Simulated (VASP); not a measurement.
# Si2Mo (C222) in VASP: single point with PBEsol

Aim: the single point of Si2Mo with PBEsol.

Everything below comes from runs of VASP 6.6.1. Logs are shortened: lines on timing, memory, paths and dates and some standing lists are left out, and cuts for length are marked.

### 1 The cell of the first run

Symmetry: C222, No. 21, orthorhombic system. Conventional cell: a = 4.574 Å, b = 7.923 Å, c = 14.133 Å, α = 90.00°, β = 90.00°, γ = 90.00°. Si (site symmetry 1) has 7 Si at 2.55 to 3.44 Å and 5 Mo at 2.56 to 3.46 Å within 3.5 Å. Si (site symmetry 1) has 9 Si at 2.55 to 3.19 Å and 5 Mo at 2.56 to 2.66 Å within 3.4 Å. Within 3.4 Å of Si (site symmetry 1) lie 9 Si at 2.55 to 3.19 Å and 5 Mo at 2.56 to 2.66 Å. Mo (site symmetry 2) has 10 Si at 2.56 to 3.46 Å and 2 Mo at 3.17 Å within 3.5 Å. Mo (site symmetry 2) has 10 Si at 2.56 to 2.66 Å and 4 Mo at 3.17 Å within 3.4 Å. Mo (site symmetry 2) has 10 Si at 2.56 to 2.66 Å and 4 Mo at 3.17 Å within 3.4 Å.

### 2 Single point, PBEsol (the distance across one plane changed)

The input, INCAR:

```
SYSTEM = Si2Mo
PREC     = Accurate       ! precision mode
ENCUT    = 520            ! plane-wave cutoff, eV
EDIFF    = 1E-6           ! SCF threshold, eV
ISMEAR   = 0              ! smearing method
SIGMA    = 0.15           ! smearing width, eV
LREAL    = Auto         
LASPH    = .True.         ! aspherical terms in the spheres
NELM     = 80             ! most SCF steps
ALGO     = Normal         ! electronic algorithm
ISIF     = 2              ! what is computed and relaxed
LWAVE    = .False.        ! write WAVECAR
LCHARG   = .False.        ! write CHGCAR
GGA      = PS             ! functional
NBANDS   = 81             ! bands
```

The input, KPOINTS:

```
Automatic mesh
0
Gamma
  10 10 3
  0 0 0
```

The input, POSCAR:

```
Si2Mo
1.0
   -4.5744403910      0.0000000000      0.0000000000
   -2.2872201955     -3.9615815867      0.0000000000
    0.0000000000      0.0000000000     14.1331144996
Si Mo
12 6
Direct
    0.6716638696      0.1641680652      0.0774215282
    0.6716638696      0.1641680652      0.5420436220
    0.8358319348      0.8358319348      0.6969176532
    0.8358319348      0.8358319348      0.2322955595
    0.8358319348      0.3283361304      0.8517916844
    0.8358319348      0.3283361304      0.3871695907
    0.3283361304      0.8358319348      0.0774215282
    0.3283361304      0.8358319348      0.5420436220
    0.1641680652      0.1641680652      0.6969176532
    0.1641680652      0.1641680652      0.2322955595
    0.1641680652      0.6716638696      0.8517916844
    0.1641680652      0.6716638696      0.3871695907
    0.5000000000      1.0000000000      0.8517916844
    0.5000000000      1.0000000000      0.3871695907
    0.5000000000      0.5000000000      0.6969176532
    0.5000000000      0.5000000000      0.2322955595
    0.0000000000      0.5000000000      0.0774215282
    0.0000000000      0.5000000000      0.5420436220
```

Potentials or basis: VASP PAW PBE potentials, release 64 (Si, Mo_sv).

Run with:

```console
cat potpaw_PBE.64/Si/POTCAR potpaw_PBE.64/Mo_sv/POTCAR > POTCAR
mpirun -np 1 vasp_std > vasp.out
```

OUTCAR:

```text
SYSTEM = Si2Mo
   PREC = Accurate
   ENCUT = 520
   EDIFF = 1E-6
   ISMEAR = 0
   LREAL = Auto
   LASPH = .True.
   NELM = 80
   ISIF = 2
   GGA = PS

 ion  position               nearest neighbor table
   1  0.672  0.164  0.077-   4 2.55  16 2.56   7 2.60  17 2.63  17 2.63  17 2.66   7 2.66   7 2.66
                            10 3.14
   2  0.672  0.164  0.542-   3 2.55   6 2.55  15 2.56  14 2.56   8 2.60  18 2.63  18 2.63  18 2.66
                             8 2.66   8 2.66   9 3.14  12 3.14
   3  0.836  0.836  0.697-   2 2.55  11 2.55  18 2.56  13 2.56   9 2.60  15 2.63  15 2.63  15 2.66
                             9 2.66   9 2.66   5 3.14   8 3.14
   4  0.836  0.836  0.232-  12 2.55   1 2.55  14 2.56  17 2.56  10 2.60  16 2.63  16 2.63  16 2.66
                            10 2.66  10 2.66   6 3.14   7 3.14
   5  0.836  0.328  0.852-   9 2.55  15 2.56  11 2.60  13 2.63  13 2.63  13 2.66  11 2.66  11 2.66
                             3 3.14
   6  0.836  0.328  0.387-  10 2.55   2 2.55  16 2.56  18 2.56  12 2.60  14 2.63  14 2.63  14 2.66
                            12 2.66  12 2.66   4 3.14   8 3.14
   7  0.328  0.836  0.077-  10 2.55  16 2.56   1 2.60  17 2.63  17 2.63  17 2.66   1 2.66   1 2.66
                             4 3.14
   8  0.328  0.836  0.542-   9 2.55  12 2.55  15 2.56  14 2.56   2 2.60  18 2.63  18 2.63  18 2.66
                             2 2.66   2 2.66   3 3.14   6 3.14
   9  0.164  0.164  0.697-   8 2.55   5 2.55  18 2.56  13 2.56   3 2.60  15 2.63  15 2.63  15 2.66
[... 5 lines left out ...]
  12  0.164  0.672  0.387-   4 2.55   8 2.55  16 2.56  18 2.56   6 2.60  14 2.63  14 2.63  14 2.66
                             6 2.66   6 2.66  10 3.14   2 3.14
  13  0.500  0.000  0.852-   3 2.56   9 2.56   5 2.63  11 2.63  11 2.63   5 2.63   5 2.66  11 2.66
                            15 3.17  15 3.17
  14  0.500  0.000  0.387-   4 2.56  10 2.56   8 2.56   2 2.56   6 2.63  12 2.63  12 2.63   6 2.63
                             6 2.66  12 2.66  16 3.17  16 3.17  18 3.17  18 3.17
  15  0.500  0.500  0.697-   2 2.56   8 2.56   5 2.56  11 2.56   9 2.63   3 2.63   9 2.63   3 2.63
                             9 2.66   3 2.66  13 3.17  13 3.17  18 3.17  18 3.17
  16  0.500  0.500  0.232-   6 2.56  12 2.56   7 2.56   1 2.56  10 2.63   4 2.63  10 2.63   4 2.63
                            10 2.66   4 2.66  14 3.17  14 3.17  17 3.17  17 3.17
  17  0.000  0.500  0.077-   4 2.56  10 2.56   1 2.63   7 2.63   1 2.63   7 2.63   1 2.66   7 2.66
                            16 3.17  16 3.17
  18  0.000  0.500  0.542-   3 2.56   9 2.56   6 2.56  12 2.56   2 2.63   8 2.63   8 2.63   2 2.63
                             2 2.66   8 2.66  15 3.17  15 3.17  14 3.17  14 3.17

  LATTYP: Found a hexagonal cell.
 ALAT       =     4.5744403910
 C/A-ratio  =     3.0895832696

  Lattice vectors:

 A1 = (   2.2872201955,   3.9615815867,   0.0000000000)
 A2 = (  -4.5744403910,   0.0000000000,   0.0000000000)
 A3 = (   0.0000000000,   0.0000000000,  14.1331144996)

Analysis of symmetry for initial positions (statically):
=====================================================================
 Subroutine PRICEL returns:
 Original cell was already a primitive cell.

 Routine SETGRP: Setting up the symmetry group for a
 hexagonal supercell.

 Subroutine GETGRP returns: Found  4 space group operations
 (whereof  2 operations were pure point group operations)
 out of a pool of 24 trial point group operations.

The static configuration has the point symmetry C_2 .
 The point group associated with its full space group is D_2 .

Analysis of symmetry for dynamics (positions and initial velocities):
=====================================================================
 Subroutine PRICEL returns:
 Original cell was already a primitive cell.

 Routine SETGRP: Setting up the symmetry group for a
 hexagonal supercell.

 Subroutine GETGRP returns: Found  4 space group operations
 (whereof  2 operations were pure point group operations)
 out of a pool of 24 trial point group operations.

The dynamic configuration has the point symmetry C_2 .
 The point group associated with its full space group is D_2 .

 Subroutine INISYM returns: Found  4 space group operations
 (whereof  2 operations are pure point group operations),
 and found     1 'primitive' translations

----------------------------------------------------------------------------------------

                                     Primitive cell

  volume of cell :     256.1206

  direct lattice vectors                    reciprocal lattice vectors
[... 59 lines left out ...]
    -0.021860597  0.012621222  0.000000000     0.100000000  0.000000000  0.000000000
     0.000000000 -0.025242444  0.000000000     0.000000000  0.100000000  0.000000000
     0.000000000  0.000000000  0.023585271     0.000000000  0.000000000  0.333333333

  Length of vectors
     0.025242444  0.025242444  0.023585271

  Shift w.r.t. Gamma in fractional coordinates (k-lattice)
     0.000000000  0.000000000  0.000000000

 Subroutine IBZKPT returns following result:
 ===========================================

 Found     62 irreducible k-points:

 Following reciprocal coordinates:
            Coordinates               Weight
  0.000000  0.000000  0.000000      1.000000
  0.100000  0.000000  0.000000      4.000000
  0.100000  0.100000  0.000000      2.000000
  0.200000  0.000000  0.000000      4.000000
  0.200000  0.200000  0.000000      2.000000
  0.300000  0.000000  0.000000      4.000000
[... 16 lines left out ...]
  0.400000  0.200000  0.000000      4.000000
 -0.200000  0.200000  0.000000      2.000000
 [... further k-points ...]
   k-points           NKPTS =     62   k-points in BZ     NKDIM =     62   number of bands    NBANDS=     81
   number of dos      NEDOS =    301   number of ions     NIONS =     18
   total plane-waves  NPLWV = 139968
   dimension x,y,z NGX =    36 NGY =   36 NGZ =  108
   dimension x,y,z NGXF=    72 NGYF=   72 NGZF=  216
   ions per type =              12   6
   NGX,Y,Z   is equivalent  to a cutoff of  13.08, 13.08, 12.70 a.u.
   NGXF,Y,Z  is equivalent  to a cutoff of  26.17, 26.17, 25.41 a.u.
 SYSTEM =  Si2Mo
   PREC   = accura    normal or accurate (medium, high low for compatibility)
   ISTART =      0    job   : 0-new  1-cont  2-samecut
   ICHARG =      2    charge: 1-file 2-atom 10-const
   ISPIN  =      1    spin polarized calculation?
   LNONCOLLINEAR =      F non collinear calculations
   LSORBIT =      F    spin-orbit coupling
   LASPH  =      T    aspherical Exc in radial PAW
   ENCUT  =  520.0 eV  38.22 Ry    6.18 a.u.   8.51  8.51 26.28*2*pi/ulx,y,z
   NELM   =     80;   NELMIN=  2; NELMDL= -5     # of ELM steps
   EDIFF  = 0.1E-05   stopping-criterion for ELM
   LREAL  =      T    real-space projection
   EDIFFG = 0.1E-04   stopping-criterion for IOM
   NSW    =      0    number of steps for IOM
   IBRION =     -1    ionic relax: 0-MD 1-quasi-New 2-CG
   NFREE  =      0    steps in history (QN), initial steepest desc. (CG)
   ISIF   =      2    stress and relaxation
   ISYM   =      2    0-nonsym 1-usesym 2-fastsym
   POTIM  = 0.5000    time-step for ionic-motion
   TEBEG  =    0.0;   TEEND  =   0.0 temperature during run
   PSTRESS=    0.0 pullay stress
   NELECT =     132.0000    total number of electrons
   NUPDOWN=      -1.0000    fix difference up-down
   EMIN   =  10.00;   EMAX   =-10.00  energy-range for DOS
   EFERMI =   0.00;   METHOD = LEGACY
   ISMEAR =     0;   SIGMA  =   0.15  broadening in eV -4-tet -1-fermi 0-gaus
   EFERMI_NEDOS =   21; number of points for ismear=-14 and -15
   IALGO  =     38    algorithm
   IMIX   =      4    mixing-type and parameters
     AMIX     =   0.40;   BMIX     =  1.00
     AMIX_MAG =   1.60;   BMIX_MAG =  1.00
  volume/ion in A,a.u.               =      14.23        96.02
  Fermi-wavevector in a.u.,A,eV,Ry     =   1.312556  2.480372 23.440177  1.722804
  Thomas-Fermi vector in A             =   2.442941
   LORBIT       =      0    0 simple, 1 ext, 2 COOP (PROOUT), +10 PAW based schemes
   GGA     = PS    functional components
   LHFCALC =     F    Hartree Fock is set to
   AEXX    =    0.0000 exact exchange contribution
   IVDW    =     0    specifies the selected vdW correction
   LEPSILON=     F    determine dielectric tensor
   LRPA    =     F    only Hartree local field effects (RPA)
 non-spin polarized calculation
 Gauss-broadening in eV      SIGMA  =   0.15
  energy-cutoff  :      520.00
  volume of cell :      256.12
 maximum number of plane-waves:      6947
 NGX is ok and might be reduce to    36
   NGX = 17   NGY = 17   NGZ = 53

 number of electron     131.9999990 magnetization

 Free energy of the ion-electron system (eV)
  ---------------------------------------------------
  ext. energy  EPLUGINS =         0.00000000
  ---------------------------------------------------
  free energy    TOTEN  =      -146.63800312 eV

  energy without entropy =     -146.60855772  energy(sigma->0) =     -146.62328042

 E-fermi :  11.3277     XC(G=0): -12.1593

 val. band max:       11.3055500034   @ k =   0.4000   0.5000   0.3333
 cond. band min:      11.3543080671   @ k =   0.4000  -0.0000   0.0000
 fundamental gap:      0.0487580637
 Fermi energy:        11.3277364009

 k-point     1 :       0.0000    0.0000    0.0000
  band No.  band energies     occupation
      1     -49.3503      2.00000
      2     -49.3296      2.00000
      3     -49.2718      2.00000
      4     -49.2711      2.00000
      5     -49.2502      2.00000
      6     -49.2497      2.00000
[... 1933 lines left out ...]
     77      13.5275      0.00000
     78      13.5343      0.00000

 [... further k-points ...]

 [bands above 78 left out]

------------------------ aborting loop because EDIFF is reached ----------------------------------------

  FORCE on cell =-STRESS in cart. coord.  units (eV):
  Direction    XX          YY          ZZ          XY          YZ          ZX
  --------------------------------------------------------------------------------------
  -------------------------------------------------------------------------------------
  Total       -5.0301197     -5.5949645    -12.1950267      0.4891700      0.0000000      0.0000000
  in kB      -31.4662106    -34.9996310    -76.2867096      3.0600318      0.0000000      0.0000000
  external PRESSURE =     -47.5841837 kB  Pullay stress =       0.0000000 kB

 VOLUME and BASIS-vectors are now :
 -----------------------------------------------------------------------------
  energy-cutoff  :      520.00
  volume of cell :      256.12
      direct lattice vectors                 reciprocal lattice vectors
    -4.574440391  0.000000000  0.000000000    -0.218605975  0.126212218  0.000000000
    -2.287220196 -3.961581587  0.000000000     0.000000000 -0.252424437  0.000000000
     0.000000000  0.000000000 14.133114500     0.000000000  0.000000000  0.070755813

 POSITION                                       TOTAL-FORCE (eV/Angst)
 -----------------------------------------------------------------------------------
     -3.44797     -0.65037      1.09421         0.128690     -0.221154     -1.058022
     -3.44797     -0.65037      7.66076        -0.034112     -0.005169      0.068175
     -5.73520     -3.31122      9.84962         0.000192     -0.071376      0.397529
     -5.73520     -3.31122      3.28306        -0.061717      0.035854     -0.397529
     -4.57444     -1.30073     12.03847         0.127180     -0.222026      1.058022
     -4.57444     -1.30073      5.47191         0.021533      0.026958     -0.068175
[... 10 lines left out ...]
     -1.14361     -1.98079      1.09421         0.000000      0.000000     -0.744744
     -1.14361     -1.98079      7.66076         0.000000      0.000000     -0.116262
 -----------------------------------------------------------------------------------
    total drift:                               -0.000000     -0.000000      0.000004

  FREE ENERGIE OF THE ION-ELECTRON SYSTEM (eV)
  ---------------------------------------------------
  free  energy   TOTEN  =      -146.6380031191 eV

  energy  without entropy=     -146.6085577230  energy(sigma->0) =     -146.62328042
```

Run time: 23 min. Hardware: 1 thread of Intel Xeon 6975P-C (Granite Rapids), shared host; peak memory 0.87 GiB.

Results:

- Free energy: -146.6380 eV
- Pressure: -4.8 GPa
- Largest force: 1.089 eV/Å
- Band gap on the k mesh: zero (bands 66 and 67 overlap by 0.33 eV)

Forces on the atoms (eV/Å):
```
Si   0.129 -0.221 -1.058
Si  -0.034 -0.005  0.068
Si   0.000 -0.071  0.398
Si  -0.062  0.036 -0.398
Si   0.127 -0.222  1.058
Si   0.022  0.027 -0.068
Si  -0.129  0.221 -1.058
Si   0.034  0.005  0.068
Si   0.000  0.071  0.398
Si   0.062 -0.036 -0.398
Si  -0.127  0.222  1.058
Si  -0.022 -0.027 -0.068
Mo   0.000  0.000  0.745
Mo   0.000  0.000  0.116
Mo   0.000  0.000 -0.532
Mo   0.000  0.000  0.532
Mo   0.000  0.000 -0.745
Mo   0.000  0.000 -0.116
```

Caveat: the cell differs from its parent crystal (the distance across one plane changed); the cell stands under tension; the PAW data sets were made with another functional, which shifts forces and pressure a little.

The gap in the log of VASP goes by the Fermi energy; the results here count the filled bands.